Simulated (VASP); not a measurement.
# BaS (F-43m) in VASP: settings compared

The runs below take BaS through single point, with PBE, LDA.

Everything below comes from runs of VASP 6.6.1. Logs are shortened: lines on timing, memory, paths and dates and some standing lists are left out, and cuts for length are marked.

### Step 1. The cell of the first run

Symmetry: F-43m, No. 216, cubic system. Conventional cell: a = 7.039 Å, b = 7.039 Å, c = 7.039 Å, α = 90.00°, β = 90.00°, γ = 90.00°. Within 4.0 Å of Ba (site symmetry -43m) lie 4 S at 3.05 Å. Within 4.0 Å of S (site symmetry -43m) lie 4 Ba at 3.05 Å.

### Step 2. Single point, PBE

INCAR

```
SYSTEM = BaS
ALGO = Normal ; EDIFF = 1E-6
ENCUT = 500 ; GGA = PE
GGA_COMPAT = .FALSE. ; ISIF = 2
ISMEAR = 0 ; LASPH = .TRUE.
LCHARG = .FALSE. ; LREAL = .FALSE.
LWAVE = .FALSE. ; NBANDS = 15
NELM = 120 ; PREC = Accurate
SIGMA = 0.01
```

KPOINTS

```
k-points
0
G
  2 2 2
  0 0 0
```

POSCAR

```
BaS
1.0
    0.0000000000      3.5194117709      3.5194117709
    3.5194117709      0.0000000000      3.5194117709
    3.5194117709      3.5194117709      0.0000000000
Ba S
1 1
Direct
    0.0000000000      0.0000000000      0.0000000000
    0.2500000000      0.2500000000      0.2500000000
```

Potentials or basis: VASP PAW PBE potentials, release 64 (Ba_sv, S).

Started as:

```console
$ cat potpaw_PBE.64/Ba_sv/POTCAR potpaw_PBE.64/S/POTCAR > POTCAR
$ mpirun -np 1 vasp_std > vasp.out
```

OUTCAR:

```text
SYSTEM = BaS
   EDIFF = 1E-6
   ENCUT = 500
   GGA = PE
   ISIF = 2
   ISMEAR = 0
   LASPH = .TRUE.
   LREAL = .FALSE.
   NELM = 120
   PREC = Accurate

 ion  position               nearest neighbor table
   1  0.000  0.000  0.000-   2 3.05   2 3.05   2 3.05   2 3.05
   2  0.250  0.250  0.250-   1 3.05   1 3.05   1 3.05   1 3.05

  LATTYP: Found a face centered cubic cell.
 ALAT       =     7.0388235418

  Lattice vectors:

 A1 = (   0.0000000000,   3.5194117709,   3.5194117709)
 A2 = (   3.5194117709,   0.0000000000,   3.5194117709)
 A3 = (   3.5194117709,   3.5194117709,   0.0000000000)

Analysis of symmetry for initial positions (statically):
=====================================================================
 Subroutine PRICEL returns:
 Original cell was already a primitive cell.

 Routine SETGRP: Setting up the symmetry group for a
 face centered cubic supercell.

 Subroutine GETGRP returns: Found 24 space group operations
 (whereof 24 operations were pure point group operations)
 out of a pool of 48 trial point group operations.

The static configuration has the point symmetry T_d .

Analysis of symmetry for dynamics (positions and initial velocities):
=====================================================================
 Subroutine PRICEL returns:
 Original cell was already a primitive cell.

 Routine SETGRP: Setting up the symmetry group for a
 face centered cubic supercell.

 Subroutine GETGRP returns: Found 24 space group operations
 (whereof 24 operations were pure point group operations)
 out of a pool of 48 trial point group operations.

The dynamic configuration has the point symmetry T_d .

 Subroutine INISYM returns: Found 24 space group operations
 (whereof 24 operations are pure point group operations),
 and found     1 'primitive' translations

----------------------------------------------------------------------------------------

                                     Primitive cell

  volume of cell :      87.1847

  direct lattice vectors                    reciprocal lattice vectors
     0.000000000  3.519411771  3.519411771    -0.142069196  0.142069196  0.142069196
     3.519411771  0.000000000  3.519411771     0.142069196 -0.142069196  0.142069196
     3.519411771  3.519411771  0.000000000     0.142069196  0.142069196 -0.142069196

  length of vectors
     4.977199858  4.977199858  4.977199858     0.246071065  0.246071065  0.246071065

  position of ions in fractional coordinates (direct lattice)
     0.000000000  0.000000000  0.000000000
     0.250000000  0.250000000  0.250000000

  ion indices of the primitive-cell ions
   primitive index   ion index
                 1           1
                 2           2

----------------------------------------------------------------------------------------

 KPOINTS: k-points

Automatic generation of k-mesh.
 Grid dimensions read from file:
 generate k-points for:    2    2    2

 Generating k-lattice:

  Cartesian coordinates                     Fractional coordinates (reciprocal lattice)
    -0.071034598  0.071034598  0.071034598     0.500000000  0.000000000  0.000000000
     0.071034598 -0.071034598  0.071034598     0.000000000  0.500000000  0.000000000
     0.071034598  0.071034598 -0.071034598     0.000000000  0.000000000  0.500000000

  Length of vectors
     0.123035533  0.123035533  0.123035533

  Shift w.r.t. Gamma in fractional coordinates (k-lattice)
     0.000000000  0.000000000  0.000000000

 Subroutine IBZKPT returns following result:
 ===========================================

 Found      3 irreducible k-points:

 Following reciprocal coordinates:
            Coordinates               Weight
  0.000000  0.000000  0.000000      1.000000
  0.500000  0.000000  0.000000      4.000000
  0.500000  0.500000  0.000000      3.000000
   k-points           NKPTS =      3   k-points in BZ     NKDIM =      3   number of bands    NBANDS=     15
   number of dos      NEDOS =    301   number of ions     NIONS =      2
   total plane-waves  NPLWV =  46656
   dimension x,y,z NGX =    36 NGY =   36 NGZ =   36
   dimension x,y,z NGXF=    72 NGYF=   72 NGZF=   72
   ions per type =               1   1
   NGX,Y,Z   is equivalent  to a cutoff of  12.02, 12.02, 12.02 a.u.
   NGXF,Y,Z  is equivalent  to a cutoff of  24.05, 24.05, 24.05 a.u.
 SYSTEM =  BaS
   PREC   = accura    normal or accurate (medium, high low for compatibility)
   ISTART =      0    job   : 0-new  1-cont  2-samecut
   ICHARG =      2    charge: 1-file 2-atom 10-const
   ISPIN  =      1    spin polarized calculation?
   LNONCOLLINEAR =      F non collinear calculations
   LSORBIT =      F    spin-orbit coupling
   LASPH  =      T    aspherical Exc in radial PAW
   ENCUT  =  500.0 eV  36.75 Ry    6.06 a.u.   9.07  9.07  9.07*2*pi/ulx,y,z
   NELM   =    120;   NELMIN=  2; NELMDL= -5     # of ELM steps
   EDIFF  = 0.1E-05   stopping-criterion for ELM
   LREAL  =      F    real-space projection
   EDIFFG = 0.1E-04   stopping-criterion for IOM
   NSW    =      0    number of steps for IOM
   IBRION =     -1    ionic relax: 0-MD 1-quasi-New 2-CG
   NFREE  =      0    steps in history (QN), initial steepest desc. (CG)
   ISIF   =      2    stress and relaxation
   ISYM   =      2    0-nonsym 1-usesym 2-fastsym
   POTIM  = 0.5000    time-step for ionic-motion
   TEBEG  =    0.0;   TEEND  =   0.0 temperature during run
   PSTRESS=    0.0 pullay stress
   NELECT =      16.0000    total number of electrons
   NUPDOWN=      -1.0000    fix difference up-down
   EMIN   =  10.00;   EMAX   =-10.00  energy-range for DOS
   EFERMI =   0.00;   METHOD = LEGACY
   ISMEAR =     0;   SIGMA  =   0.01  broadening in eV -4-tet -1-fermi 0-gaus
   EFERMI_NEDOS =   21; number of points for ismear=-14 and -15
   IALGO  =     38    algorithm
   IMIX   =      4    mixing-type and parameters
     AMIX     =   0.40;   BMIX     =  1.00
     AMIX_MAG =   1.60;   BMIX_MAG =  1.00
  volume/ion in A,a.u.               =      43.59       294.18
  Fermi-wavevector in a.u.,A,eV,Ry     =   0.930325  1.758060 11.775908  0.865505
  Thomas-Fermi vector in A             =   2.056702
   LORBIT       =      0    0 simple, 1 ext, 2 COOP (PROOUT), +10 PAW based schemes
   GGA     = PE    functional components
   LHFCALC =     F    Hartree Fock is set to
   AEXX    =    0.0000 exact exchange contribution
   IVDW    =     0    specifies the selected vdW correction
   LEPSILON=     F    determine dielectric tensor
   LRPA    =     F    only Hartree local field effects (RPA)
 non-spin polarized calculation
 Gauss-broadening in eV      SIGMA  =   0.01
  energy-cutoff  :      500.00
  volume of cell :       87.18
 maximum number of plane-waves:      2229
   NGX = 19   NGY = 19   NGZ = 19

 number of electron      15.9999999 magnetization

 Free energy of the ion-electron system (eV)
  ---------------------------------------------------
  ext. energy  EPLUGINS =         0.00000000
  ---------------------------------------------------
  free energy    TOTEN  =        -9.65169207 eV

  energy without entropy =       -9.65169207  energy(sigma->0) =       -9.65169207

 E-fermi :  -0.0804     XC(G=0):  -7.1491

 val. band max:       -0.1300503770   @ k =   0.5000   0.5000   0.0000
 cond. band min:       2.6249279624   @ k =   0.0000   0.0000   0.0000
 fundamental gap:      2.7549783394
 Fermi energy:        -0.0803712760

 k-point     1 :       0.0000    0.0000    0.0000
  band No.  band energies     occupation
      1     -26.2478      2.00000
      2     -11.4311      2.00000
      3     -11.4311      2.00000
      4     -11.4311      2.00000
      5     -10.0185      2.00000
      6      -0.8043      2.00000
      7      -0.8043      2.00000
      8      -0.8043      2.00000
      9       2.6249      0.00000
     10       4.8859      0.00000
     11       4.8859      0.00000
     12       6.8179      0.00000
     13       6.8179      0.00000
     14       6.8179      0.00000
     15       9.8203      0.00000

 k-point     2 :       0.5000    0.0000    0.0000
  band No.  band energies     occupation
      1     -26.2333      2.00000
      2     -12.0425      2.00000
      3     -11.4701      2.00000
      4     -11.4701      2.00000
      5      -9.3944      2.00000
      6      -0.7248      2.00000
      7      -0.5465      2.00000
      8      -0.5465      2.00000
      9       4.3044      0.00000
     10       5.0872      0.00000
     11       5.0872      0.00000
     12       5.2927      0.00000
     13       6.2158      0.00000
     14       6.2158      0.00000
     15       8.4041      0.00000

 k-point     3 :       0.5000    0.5000    0.0000
  band No.  band energies     occupation
      1     -26.2285      2.00000
      2     -12.1242      2.00000
      3     -11.5276      2.00000
      4     -11.5276      2.00000
      5      -9.2107      2.00000
      6      -1.2082      2.00000
      7      -0.1301      2.00000
      8      -0.1301      2.00000
      9       3.3037      0.00000
     10       4.4144      0.00000
     11       6.1267      0.00000
     12       6.1267      0.00000
     13       6.1724      0.00000
     14       8.3336      0.00000
     15       8.6241      0.00000

------------------------ aborting loop because EDIFF is reached ----------------------------------------

  FORCE on cell =-STRESS in cart. coord.  units (eV):
  Direction    XX          YY          ZZ          XY          YZ          ZX
  --------------------------------------------------------------------------------------
  -------------------------------------------------------------------------------------
  Total        0.3933875      0.3933875      0.3933875      0.0000000      0.0000000      0.0000000
  in kB        7.2292113      7.2292113      7.2292113      0.0000000      0.0000000      0.0000000
  external PRESSURE =       7.2292113 kB  Pullay stress =       0.0000000 kB

 VOLUME and BASIS-vectors are now :
 -----------------------------------------------------------------------------
  energy-cutoff  :      500.00
  volume of cell :       87.18
      direct lattice vectors                 reciprocal lattice vectors
     0.000000000  3.519411771  3.519411771    -0.142069196  0.142069196  0.142069196
     3.519411771  0.000000000  3.519411771     0.142069196 -0.142069196  0.142069196
     3.519411771  3.519411771  0.000000000     0.142069196  0.142069196 -0.142069196

 POSITION                                       TOTAL-FORCE (eV/Angst)
 -----------------------------------------------------------------------------------
      0.00000      0.00000      0.00000         0.000000      0.000000      0.000000
      1.75971      1.75971      1.75971        -0.000000     -0.000000     -0.000000
 -----------------------------------------------------------------------------------
    total drift:                               -0.000000     -0.000000     -0.000000

  FREE ENERGIE OF THE ION-ELECTRON SYSTEM (eV)
  ---------------------------------------------------
  free  energy   TOTEN  =        -9.6516920684 eV

  energy  without entropy=       -9.6516920684  energy(sigma->0) =       -9.65169207
```

It took 9.9 s on 1 thread of AMD EPYC 7R43 (Zen 3), shared host; peak memory 0.17 GiB.

Results:

| Quantity | Value |
| --- | --- |
| Free energy | -9.6517 eV |
| Pressure | 0.7 GPa |
| Band gap on the k mesh | 2.75 eV (least direct gap 3.43 eV) |

Levels at points of the mesh, in eV from the valence-band top:
| k point | band 4 | band 5 | band 6 | band 7 | band 8 | band 9 | band 10 | band 11 | band 12 | band 13 |
| --- | --- | --- | --- | --- | --- | --- | --- | --- | --- | --- |
| (0.00, 0.00, 0.00) | -11.30 | -9.89 | -0.67 | -0.67 | -0.67 | 2.75 | 5.02 | 5.02 | 6.95 | 6.95 |
| (0.50, 0.00, 0.00) | -11.34 | -9.26 | -0.59 | -0.42 | -0.42 | 4.43 | 5.22 | 5.22 | 5.42 | 6.35 |
| (0.50, 0.50, 0.00) | -11.40 | -9.08 | -1.08 | 0.00 | 0.00 | 3.43 | 4.54 | 6.26 | 6.26 | 6.30 |

Caveat: the k points lie up to 0.77 Å⁻¹ apart; spin-orbit coupling is left out, which moves the levels of the heavy elements. A k mesh can miss the band edges.

### Step 3. Single point, LDA

INCAR

```
PREC = Accurate
ENCUT = 500
EDIFF = 1E-6
ISMEAR = 0
SIGMA = 0.01
LREAL = F
LASPH = T
NELM = 120
ALGO = Normal
ISIF = 2
LWAVE = F
LCHARG = T
LELF = T
LVHAR = T
NBANDS = 15
GGA_COMPAT = F
```

KPOINTS

```
regular mesh
0
Gamma
  2 2 2
```

POSCAR is that of step 2.

Potentials or basis: VASP PAW LDA potentials, release 64 (Ba_sv, S).

Started as:

```console
$ cat potpaw_LDA.64/Ba_sv/POTCAR potpaw_LDA.64/S/POTCAR > POTCAR
$ mpirun -np 1 vasp_std > vasp.out
```

Run time: 8.1 s. Hardware: 1 thread of AMD EPYC 7R43 (Zen 3), shared host; peak memory 0.13 GiB.

The run converged. Its results:

* Free energy: -10.4153 eV
* Pressure: -1.3 GPa
* Band gap on the k mesh: 2.42 eV (least direct gap 3.11 eV)

Levels at points of the mesh, in eV from the valence-band top:
```
           k point  band 4  band 5  band 6  band 7  band 8  band 9  band 10  band 11  band 12  band 13
(0.00, 0.00, 0.00)  -11.25   -9.84   -0.69   -0.69   -0.69    2.42     4.88     4.88     6.81     6.81
(0.50, 0.00, 0.00)  -11.29   -9.20   -0.65   -0.43   -0.43    4.20     5.05     5.05     5.13     6.24
(0.50, 0.50, 0.00)  -11.35   -9.01   -1.14    0.00    0.00    3.17     4.36     6.14     6.14     6.18
```

Caveat: the k points lie up to 0.77 Å⁻¹ apart; spin-orbit coupling is left out, which moves the levels of the heavy elements.

### Step 4. Single point, PBE

INCAR

```
PREC = Accurate
ENCUT = 500
EDIFF = 1E-6
ISMEAR = 0
SIGMA = 0.001
LREAL = F
LASPH = T
NELM = 120
ALGO = Normal
ISIF = 2
LWAVE = F
LCHARG = F
GGA = PE
NBANDS = 15
GGA_COMPAT = F
```

KPOINTS

```
regular mesh
0
Gamma
  4 4 4
```

POSCAR is that of step 3.

Potentials or basis: VASP PAW PBE potentials, release 64 (Ba_sv, S).

Started as:

```console
$ cat potpaw_PBE.64/Ba_sv/POTCAR potpaw_PBE.64/S/POTCAR > POTCAR
$ mpirun -np 1 vasp_std > vasp.out
```

Run time: 16 s. Hardware: 1 thread of AMD EPYC 7R43 (Zen 3), shared host; peak memory 0.17 GiB.

It converged, with:

| Item | Value |
| --- | --- |
| Free energy | -9.7338 eV |
| Pressure | 0.4 GPa |
| Band gap on the k mesh | 2.76 eV (least direct gap 3.41 eV) |

Levels at points of the mesh, in eV from the valence-band top:
| k point | band 6 | band 7 | band 8 | band 9 | band 10 | band 11 |
| --- | --- | --- | --- | --- | --- | --- |
| (0.00, 0.00, 0.00) | -0.68 | -0.68 | -0.68 | 2.76 | 5.05 | 5.05 |
| (0.50, 0.00, 0.00) | -0.60 | -0.42 | -0.42 | 4.44 | 5.24 | 5.24 |
| (0.50, 0.50, 0.00) | -1.08 | -0.01 | -0.01 | 3.45 | 4.56 | 6.28 |

Caveat: spin-orbit coupling is left out, which moves the levels of the heavy elements.

### Step 5. Single point, PBE

INCAR

```
SYSTEM = BaS
  PREC = Accurate
  ENCUT = 500
  EDIFF = 1E-6
  ISMEAR = 0
  SIGMA = 0.01
  LREAL = .False.
  LASPH = .True.
  NELM = 120
  ALGO = Normal
  ISIF = 2
  LWAVE = .False.
  LCHARG = .False.
  GGA = PE
  NBANDS = 15
  ISYM = 0
  GGA_COMPAT = .False.
```

KPOINTS

```
Automatic mesh
0
Gamma
  4 4 4
  0 0 0.5
```

POSCAR is that of step 4.

Potentials or basis: VASP PAW PBE potentials, release 64 (Ba_sv, S).

Started as:

```console
$ cat potpaw_PBE.64/Ba_sv/POTCAR potpaw_PBE.64/S/POTCAR > POTCAR
$ mpirun -np 1 vasp_std > vasp.out
```

OUTCAR:

```text
SYSTEM = BaS
   PREC = Accurate
   ENCUT = 500
   EDIFF = 1E-6
   ISMEAR = 0
   LREAL = .False.
   LASPH = .True.
   NELM = 120
   ISIF = 2
   GGA = PE
   ISYM = 0

 ion  position               nearest neighbor table
   1  0.000  0.000  0.000-   2 3.05   2 3.05   2 3.05   2 3.05
   2  0.250  0.250  0.250-   1 3.05   1 3.05   1 3.05   1 3.05

IMPORTANT INFORMATION: All symmetrisations will be switched off!
NOSYMM: (Re-)initialisation of all symmetry stuff for point group C_1.

[... 586 lines left out ...]
  Direction    XX          YY          ZZ          XY          YZ          ZX
  --------------------------------------------------------------------------------------
  -------------------------------------------------------------------------------------
  Total        0.2018382      0.2018385      0.2018386     -0.0000010     -0.0000022     -0.0000018
  in kB        3.7091448      3.7091490      3.7091510     -0.0000188     -0.0000399     -0.0000333
  external PRESSURE =       3.7091483 kB  Pullay stress =       0.0000000 kB

 VOLUME and BASIS-vectors are now :
 -----------------------------------------------------------------------------
  energy-cutoff  :      500.00
  volume of cell :       87.18
      direct lattice vectors                 reciprocal lattice vectors
     0.000000000  3.519411771  3.519411771    -0.142069196  0.142069196  0.142069196
     3.519411771  0.000000000  3.519411771     0.142069196 -0.142069196  0.142069196
     3.519411771  3.519411771  0.000000000     0.142069196  0.142069196 -0.142069196

 POSITION                                       TOTAL-FORCE (eV/Angst)
 -----------------------------------------------------------------------------------
      0.00000      0.00000      0.00000         0.000000      0.000000     -0.000000
      1.75971      1.75971      1.75971        -0.000000     -0.000000      0.000000
 -----------------------------------------------------------------------------------
    total drift:                               -0.000000     -0.000000      0.000000

  FREE ENERGIE OF THE ION-ELECTRON SYSTEM (eV)
  ---------------------------------------------------
  free  energy   TOTEN  =        -9.7335646274 eV

  energy  without entropy=       -9.7335646274  energy(sigma->0) =       -9.73356463
```

OSZICAR:

```text
N       E                     dE             d eps       ncg     rms          rms(c)
DAV:   1     0.887012534723E+02    0.88701E+02   -0.62692E+03  3840   0.864E+02
DAV:   2    -0.422820823843E+01   -0.92929E+02   -0.84521E+02  5244   0.159E+02
DAV:   3    -0.105753023267E+02   -0.63471E+01   -0.62988E+01  5313   0.458E+01
DAV:   4    -0.107200199438E+02   -0.14472E+00   -0.14469E+00  5173   0.712E+00
DAV:   5    -0.107231925647E+02   -0.31726E-02   -0.31726E-02  5691   0.862E-01    0.510E+00
DAV:   6    -0.974545720858E+01    0.97774E+00   -0.13510E+00  4484   0.626E+00    0.346E+00
DAV:   7    -0.970687348522E+01    0.38584E-01   -0.39233E-01  4659   0.301E+00    0.252E+00
DAV:   8    -0.971802281666E+01   -0.11149E-01   -0.37763E-02  4554   0.121E+00    0.777E-01
DAV:   9    -0.972887229476E+01   -0.10849E-01   -0.16593E-02  3910   0.855E-01    0.376E-01
DAV:  10    -0.973210734540E+01   -0.32351E-02   -0.12913E-03  4645   0.203E-01    0.130E-01
DAV:  11    -0.973350615745E+01   -0.13988E-02   -0.19502E-03  3840   0.216E-01    0.320E-02
DAV:  12    -0.973354344355E+01   -0.37286E-04   -0.11313E-04  5595   0.496E-02    0.377E-02
DAV:  13    -0.973356474445E+01   -0.21301E-04   -0.38591E-05  4001   0.367E-02    0.103E-02
DAV:  14    -0.973356462744E+01    0.11702E-06   -0.53574E-07  4694   0.499E-03
   1 F= -.97335646E+01 E0= -.97335646E+01  d E =-.362521E-24
```

stdout:

```text
POSCAR found type information on POSCAR BaS
 POSCAR found :  2 types and       2 ions
 scaLAPACK will be used
 LDA part: xc-table for (Slater+PW92), standard interpolation
 POSCAR, INCAR and KPOINTS ok, starting setup
 FFT: planning ... GRIDC
 FFT: planning ... GRID_SOFT
 FFT: planning ... GRID
 WAVECAR not read
 entering main loop
```

Wall time 3.1 min (1 thread of AMD EPYC 7R43 (Zen 3), shared host); peak memory 0.27 GiB.

Results:

* Free energy: -9.7336 eV
* Pressure: 0.4 GPa
* Band gap on the k mesh: 3.18 eV (least direct gap 3.52 eV)

Caveat: spin-orbit coupling is left out, which moves the levels of the heavy elements; a shifted mesh leaves out Γ, where band edges can lie.

### Step 6. The runs side by side

```tsv
level	potentials or basis	k mesh	smearing	gap on the mesh (eV)	pressure (GPa)
PBE	VASP PAW PBE potentials, release 64 (Ba_sv, S)	2 × 2 × 2	gaussian 0.01 eV	2.75	0.7
LDA	VASP PAW LDA potentials, release 64 (Ba_sv, S)	2 × 2 × 2	gaussian 0.01 eV	2.42	-1.3
PBE	VASP PAW PBE potentials, release 64 (Ba_sv, S)	4 × 4 × 4	gaussian 0.001 eV	2.76	0.4
PBE	VASP PAW PBE potentials, release 64 (Ba_sv, S)	4 × 4 × 4, shifted	gaussian 0.01 eV	3.18	0.4
```

Alike in all rows: task single point; no spin polarisation; cell as given; cutoff (eV) 500.

Caveats: some runs use coarse meshes; spin-orbit coupling is left out, which moves the levels of the heavy elements; a shifted mesh leaves out Γ, where band edges can lie (at least some runs).

Absolute energies hang on the potentials; compare differences alone.
